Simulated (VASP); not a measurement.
# BiTe (Immm) in VASP: further runs, part 2 of 2

VASP 6.6.1. Earlier steps stand in the parts before.

### Step 3. Single point, PBEsol (strain +0.0075 x Voigt [0, 0, 0, 0, 0, 1])

Contents of INCAR:

```
  PREC = Accurate
  ENCUT = 520
  EDIFF = 1E-6
  ISMEAR = 0
  SIGMA = 0.15
  LREAL = False
  LASPH = True
  NELM = 80
  ALGO = Normal
  ISIF = 2
  LWAVE = False
  LCHARG = True
  GGA = PS
  LELF = True
  LVHAR = True
  NBANDS = 18
```

Contents of KPOINTS:

```
Automatic mesh
0
Gamma
  16 16 16
```

Contents of POSCAR:

```
BiTe
1.0
    0.0119893269      3.1971538327      3.1971538327
    3.1971538327      0.0119893269      3.1971538327
    3.2091431596      3.2091431596      0.0000000000
Bi Te
1 1
Direct
    0.0000000000      0.0000000000      0.0000000000
    0.5000000000      0.5000000000      0.5000000000
```

Potentials or basis: VASP PAW PBE potentials, release 64 (Bi_d, Te).

Started as:

```bash
cat potpaw_PBE.64/Bi_d/POTCAR potpaw_PBE.64/Te/POTCAR > POTCAR
mpirun -np 1 vasp_std > vasp.out
```

OUTCAR:

```text
PREC = Accurate
   ENCUT = 520
   EDIFF = 1E-6
   ISMEAR = 0
   LREAL = False
   LASPH = True
   NELM = 80
   ISIF = 2
   GGA = PS

 ion  position               nearest neighbor table
   1  0.000  0.000  0.000-   2 3.20   2 3.20   2 3.20   2 3.20   2 3.20   2 3.20
   2  0.500  0.500  0.500-   1 3.20   1 3.20   1 3.20   1 3.20   1 3.20   1 3.20

  LATTYP: Found a body centered orthorhombic cell.
 ALAT       =     4.5045028425
 B/A-ratio  =     1.0075282309
 C/A-ratio  =     1.4195368255

  Lattice vectors:

 A1 = (   3.1971538327,   0.0119893269,  -3.1971538327)
 A2 = (  -3.1971538327,  -0.0119893269,  -3.1971538327)
 A3 = (   0.0119893269,   3.1971538327,   3.1971538327)

Analysis of symmetry for initial positions (statically):
=====================================================================
 Subroutine PRICEL returns:
 Original cell was already a primitive cell.

 Routine SETGRP: Setting up the symmetry group for a
 body centered orthorhombic supercell.

 Subroutine GETGRP returns: Found  8 space group operations
 (whereof  8 operations were pure point group operations)
 out of a pool of  8 trial point group operations.

The static configuration has the point symmetry D_2h.

Analysis of symmetry for dynamics (positions and initial velocities):
=====================================================================
 Subroutine PRICEL returns:
 Original cell was already a primitive cell.

 Routine SETGRP: Setting up the symmetry group for a
 body centered orthorhombic supercell.

 Subroutine GETGRP returns: Found  8 space group operations
 (whereof  8 operations were pure point group operations)
 out of a pool of  8 trial point group operations.

The dynamic configuration has the point symmetry D_2h.

 Subroutine INISYM returns: Found  8 space group operations
 (whereof  8 operations are pure point group operations),
 and found     1 'primitive' translations

----------------------------------------------------------------------------------------

                                     Primitive cell

  volume of cell :      65.3604

  direct lattice vectors                    reciprocal lattice vectors
     0.011989327  3.197153833  3.197153833    -0.156977763  0.156977763  0.156389097
     3.197153833  0.011989327  3.197153833     0.156977763 -0.156977763  0.156389097
     3.209143160  3.209143160  0.000000000     0.155804829  0.155804829 -0.156389097

  length of vectors
     4.521474207  4.521474207  4.538413780     0.271554020  0.271554020  0.270199628

  position of ions in fractional coordinates (direct lattice)
     0.000000000  0.000000000  0.000000000
     0.500000000  0.500000000  0.500000000

  ion indices of the primitive-cell ions
   primitive index   ion index
                 1           1
                 2           2

----------------------------------------------------------------------------------------

 KPOINTS: Automatic mesh

Automatic generation of k-mesh.
 Grid dimensions read from file:
 generate k-points for:   16   16   16

 Generating k-lattice:

  Cartesian coordinates                     Fractional coordinates (reciprocal lattice)
    -0.009811110  0.009811110  0.009774319     0.062500000  0.000000000  0.000000000
     0.009811110 -0.009811110  0.009774319     0.000000000  0.062500000  0.000000000
     0.009737802  0.009737802 -0.009774319     0.000000000  0.000000000  0.062500000

  Length of vectors
     0.016972126  0.016972126  0.016887477

  Shift w.r.t. Gamma in fractional coordinates (k-lattice)
     0.000000000  0.000000000  0.000000000

 Subroutine IBZKPT returns following result:
 ===========================================

 Found    621 irreducible k-points:

 Following reciprocal coordinates:
            Coordinates               Weight
  0.000000  0.000000  0.000000      1.000000
  0.062500  0.000000  0.000000      4.000000
  0.125000  0.000000  0.000000      4.000000
  0.187500  0.000000  0.000000      4.000000
  0.250000  0.000000  0.000000      4.000000
  0.312500  0.000000  0.000000      4.000000
[... 16 lines left out ...]
 -0.125000  0.062500  0.000000      4.000000
 -0.062500  0.062500  0.000000      2.000000
 [... further k-points ...]
   k-points           NKPTS =    621   k-points in BZ     NKDIM =    621   number of bands    NBANDS=     18
   number of dos      NEDOS =    301   number of ions     NIONS =      2
   total plane-waves  NPLWV =  46656
   dimension x,y,z NGX =    36 NGY =   36 NGZ =   36
   dimension x,y,z NGXF=    72 NGYF=   72 NGZF=   72
   ions per type =               1   1
   NGX,Y,Z   is equivalent  to a cutoff of  13.24, 13.24, 13.19 a.u.
   NGXF,Y,Z  is equivalent  to a cutoff of  26.47, 26.47, 26.37 a.u.
 SYSTEM =  unknown system
   PREC   = accura    normal or accurate (medium, high low for compatibility)
   ISTART =      0    job   : 0-new  1-cont  2-samecut
   ICHARG =      2    charge: 1-file 2-atom 10-const
   ISPIN  =      1    spin polarized calculation?
   LNONCOLLINEAR =      F non collinear calculations
   LSORBIT =      F    spin-orbit coupling
   LASPH  =      T    aspherical Exc in radial PAW
   ENCUT  =  520.0 eV  38.22 Ry    6.18 a.u.   8.41  8.41  8.44*2*pi/ulx,y,z
   NELM   =     80;   NELMIN=  2; NELMDL= -5     # of ELM steps
   EDIFF  = 0.1E-05   stopping-criterion for ELM
   LREAL  =      F    real-space projection
   EDIFFG = 0.1E-04   stopping-criterion for IOM
   NSW    =      0    number of steps for IOM
   IBRION =     -1    ionic relax: 0-MD 1-quasi-New 2-CG
   NFREE  =      0    steps in history (QN), initial steepest desc. (CG)
   ISIF   =      2    stress and relaxation
   ISYM   =      2    0-nonsym 1-usesym 2-fastsym
   POTIM  = 0.5000    time-step for ionic-motion
   TEBEG  =    0.0;   TEEND  =   0.0 temperature during run
   PSTRESS=    0.0 pullay stress
   NELECT =      21.0000    total number of electrons
   NUPDOWN=      -1.0000    fix difference up-down
   EMIN   =  10.00;   EMAX   =-10.00  energy-range for DOS
   EFERMI =   0.00;   METHOD = LEGACY
   ISMEAR =     0;   SIGMA  =   0.15  broadening in eV -4-tet -1-fermi 0-gaus
   EFERMI_NEDOS =   21; number of points for ismear=-14 and -15
   IALGO  =     38    algorithm
   IMIX   =      4    mixing-type and parameters
     AMIX     =   0.40;   BMIX     =  1.00
     AMIX_MAG =   1.60;   BMIX_MAG =  1.00
  volume/ion in A,a.u.               =      32.68       220.54
  Fermi-wavevector in a.u.,A,eV,Ry     =   1.121269  2.118891 17.105842  1.257244
  Thomas-Fermi vector in A             =   2.257921
   LORBIT       =      0    0 simple, 1 ext, 2 COOP (PROOUT), +10 PAW based schemes
   GGA     = PS    functional components
   LHFCALC =     F    Hartree Fock is set to
   AEXX    =    0.0000 exact exchange contribution
   IVDW    =     0    specifies the selected vdW correction
   LEPSILON=     F    determine dielectric tensor
   LRPA    =     F    only Hartree local field effects (RPA)
 non-spin polarized calculation
 Gauss-broadening in eV      SIGMA  =   0.15
  energy-cutoff  :      520.00
  volume of cell :       65.36
 maximum number of plane-waves:      1807
 NGX is ok and might be reduce to    36
   NGX = 17   NGY = 17   NGZ = 17

 number of electron      21.0000004 magnetization

 Free energy of the ion-electron system (eV)
  ---------------------------------------------------
  ext. energy  EPLUGINS =         0.00000000
  ---------------------------------------------------
  free energy    TOTEN  =        -7.99402800 eV

  energy without entropy =       -7.97803730  energy(sigma->0) =       -7.98603265

 E-fermi :   6.9157     XC(G=0):  -9.7506

 val. band max:        6.9124835597   @ k =  -0.2500   0.4375   0.2500
 cond. band min:       6.9169578245   @ k =  -0.3125   0.4375   0.1875
 fundamental gap:      0.0044742648
 Fermi energy:         6.9157466317

 k-point     1 :       0.0000    0.0000    0.0000
  band No.  band energies     occupation
      1     -16.1502      2.00000
      2     -16.1501      2.00000
      3     -16.1437      2.00000
      4     -16.1434      2.00000
      5     -16.1429      2.00000
      6      -6.8612      2.00000
[... 10 lines left out ...]
     17      13.0884      0.00000
     18      13.2678      0.00000
[... 463 lines left out ...]
 k-point    24 :      -0.0625    0.0625    0.0000
  band No.  band energies     occupation
      1     -16.1509      2.00000
      2     -16.1502      2.00000
      3     -16.1432      2.00000
      4     -16.1428      2.00000
      5     -16.1423      2.00000
      6      -6.7631      2.00000
[... 10 lines left out ...]
     17      13.4604      0.00000
     18      14.0442      0.00000

 [... further k-points ...]

------------------------ aborting loop because EDIFF is reached ----------------------------------------

  FORCE on cell =-STRESS in cart. coord.  units (eV):
  Direction    XX          YY          ZZ          XY          YZ          ZX
  --------------------------------------------------------------------------------------
  -------------------------------------------------------------------------------------
  Total        0.0148543      0.0148543      0.0164484      0.0047574      0.0000000      0.0000000
  in kB        0.3641233      0.3641233      0.4031995      0.1166187      0.0000000      0.0000000
  external PRESSURE =       0.3771487 kB  Pullay stress =       0.0000000 kB

 VOLUME and BASIS-vectors are now :
 -----------------------------------------------------------------------------
  energy-cutoff  :      520.00
  volume of cell :       65.36
      direct lattice vectors                 reciprocal lattice vectors
     0.011989327  3.197153833  3.197153833    -0.156977763  0.156977763  0.156389097
     3.197153833  0.011989327  3.197153833     0.156977763 -0.156977763  0.156389097
     3.209143160  3.209143160  0.000000000     0.155804829  0.155804829 -0.156389097

 POSITION                                       TOTAL-FORCE (eV/Angst)
 -----------------------------------------------------------------------------------
      0.00000      0.00000      0.00000         0.000000     -0.000000      0.000000
      3.20914      3.20914      3.19715        -0.000000      0.000000      0.000000
 -----------------------------------------------------------------------------------
    total drift:                               -0.000000      0.000000      0.000000

  FREE ENERGIE OF THE ION-ELECTRON SYSTEM (eV)
  ---------------------------------------------------
  free  energy   TOTEN  =        -7.9940280013 eV

  energy  without entropy=       -7.9780373030  energy(sigma->0) =       -7.98603265
```

OSZICAR:

```text
N       E                     dE             d eps       ncg     rms          rms(c)
DAV:   1     0.158786620844E+03    0.15879E+03   -0.98746E+03 22382   0.113E+03
DAV:   2     0.400209033538E+01   -0.15478E+03   -0.15061E+03 23970   0.309E+02
DAV:   3    -0.768305966183E+01   -0.11685E+02   -0.11551E+02 27636   0.889E+01
DAV:   4    -0.800368841083E+01   -0.32063E+00   -0.32011E+00 26978   0.157E+01
DAV:   5    -0.801728580615E+01   -0.13597E-01   -0.13596E-01 31020   0.308E+00    0.699E+00
DAV:   6    -0.799408285887E+01    0.23203E-01   -0.66068E-02 31992   0.179E+00    0.433E+00
DAV:   7    -0.799463048688E+01   -0.54763E-03   -0.22738E-02 27158   0.916E-01    0.347E-01
DAV:   8    -0.799397493727E+01    0.65555E-03   -0.44191E-03 28834   0.491E-01    0.101E-01
DAV:   9    -0.799402940236E+01   -0.54465E-04   -0.38781E-04 24728   0.120E-01    0.420E-02
DAV:  10    -0.799402965271E+01   -0.25035E-06   -0.13492E-05 30120   0.202E-02    0.280E-02
DAV:  11    -0.799402845316E+01    0.11996E-05   -0.13829E-06 22078   0.598E-03    0.602E-03
DAV:  12    -0.799402800131E+01    0.45185E-06   -0.27288E-07 13010   0.431E-03
   1 F= -.79940280E+01 E0= -.79860327E+01  d E =-.159907E-01
```

stdout:

```text
POSCAR found type information on POSCAR BiTe
 POSCAR found :  2 types and       2 ions
 scaLAPACK will be used
 -----------------------------------------------------------------------------
|                                                                             |
|                                                                             |
|     You enforced a specific xc type in the INCAR file but a different       |
|     I HOPE YOU KNOW WHAT YOU ARE DOING!                                     |
|                                                                             |
 -----------------------------------------------------------------------------

 LDA part: xc-table for (Slater+PW92), standard interpolation
 POSCAR, INCAR and KPOINTS ok, starting setup
 FFT: planning ... GRIDC
 FFT: planning ... GRID_SOFT
 FFT: planning ... GRID
 WAVECAR not read
 entering main loop
```

Wall time 4.7 min (1 thread of Intel Xeon 6975P-C (Granite Rapids), shared host); peak memory 0.78 GiB.

What came out:

```yaml
Free_energy: -7.9940 eV
Pressure: 0.0 GPa
Band_gap_on_the_k_mesh: zero (an odd number of electrons rules out a gap without spin polarisation)
```

Caveat: the cell differs from its parent crystal (strain +0.0075 x Voigt [0, 0, 0, 0, 0, 1]); the PAW data sets were made with another functional, which shifts forces and pressure a little; spin-orbit coupling is left out, which moves the levels of the heavy elements; an odd number of electrons without spin polarisation forces a metal; a magnetic or distorted state may lie lower.
